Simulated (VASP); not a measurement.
A run of VASP 6.6.1 is set up as follows.

File POSCAR:

```
MgS
1.0
    0.0000000000      2.5485401997      2.5485401997
    2.5485401997      0.0000000000      2.5485401997
    2.5485401997      2.5485401997      0.0000000000
S Mg
1 1
Direct
    0.5000000000      0.5000000000      0.5000000000
    0.0000000000      0.0000000000      0.0000000000
```

The input INCAR.step1:

```
PREC = Accurate
ENCUT = 520
EDIFF = 1E-5
ISMEAR = -1
SIGMA = 0.05
LREAL = F
LASPH = T
NELM = 100
ALGO = Normal
ISIF = 2
LWAVE = T
GGA = PE
NBANDS = 11
```

Contents of INCAR.step2:

```
PREC = Accurate
ENCUT = 520
EDIFF = 1E-7
ISMEAR = -1
SIGMA = 0.05
LREAL = F
LASPH = T
NELM = 100
ALGO = Normal
ISIF = 2
LWAVE = F
LCHARG = T
GGA = PE
LHFCALC = T
AEXX = 0.25
PRECFOCK = Normal
LELF = T
LVHAR = T
ISTART = 1
NBANDS = 11
```

File KPOINTS:

```
regular mesh
0
Gamma
  6 6 6
```

Potentials or basis: VASP PAW PBE potentials, release 64 (S, Mg).

Command:

```console
$ cat potpaw_PBE.64/S/POTCAR potpaw_PBE.64/Mg/POTCAR > POTCAR
$ cp INCAR.step1 INCAR
$ mpirun -np 1 vasp_std > vasp.out
$ cp INCAR.step2 INCAR
$ mpirun -np 1 vasp_std > vasp.out
```

(1) Estimate the band gap on the k mesh.

(2) Estimate the pressure.

## Answers

(1) 4.64 eV (least direct gap 6.07 eV).

(2) 4.7 GPa.

Caveat: the cell stands under pressure; the PAW data sets were made with another functional, which shifts forces and pressure a little.
